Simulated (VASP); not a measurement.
AlRu, 2 atoms in the cell. It takes space group Pm-3m (No. 221, cubic). The conventional cell has a = 3.069 Å, b = 3.069 Å, c = 3.069 Å, α = 90.00°, β = 90.00°, γ = 90.00°. Al (site symmetry m-3m) has 8 Ru at 2.66 Å and 6 Al at 3.07 Å within 3.5 Å. Within 3.5 Å of Ru (site symmetry m-3m) lie 8 Al at 2.66 Å and 6 Ru at 3.07 Å. 

```yaml
Program: VASP 6.6.1
Task: single point
Functional: PBE
Potentials_or_basis: VASP PAW PBE potentials, release 64 (Al, Ru_pv)
Cutoff: 520 eV
k_mesh: 2 × 2 × 2, shifted
Occupations: methfessel-paxton, width 0.58 eV
Spin: no spin polarisation
Dipole_correction: no
Charge: 0.1
Further_INCAR_settings: ALGO = Normal; EDIFF = 1e-07; NBANDS = 16; ISYM = 0; NELECT = 16.9
```

Potentials or basis: VASP PAW PBE potentials, release 64 (Al, Ru_pv).

The run is started by

```console
$ cat potpaw_PBE.64/Al/POTCAR potpaw_PBE.64/Ru_pv/POTCAR > POTCAR
$ mpirun -np 1 vasp_std > vasp.out
```

Hardware: 1 thread of Intel Xeon 6975P-C (shared host).

Task: Estimate the wall time of this run.

Result: It took 29 s on 1 thread of Intel Xeon 6975P-C, with other jobs on the host, peak memory 0.2 GiB. Counts: scf iterations 13, k points 192.
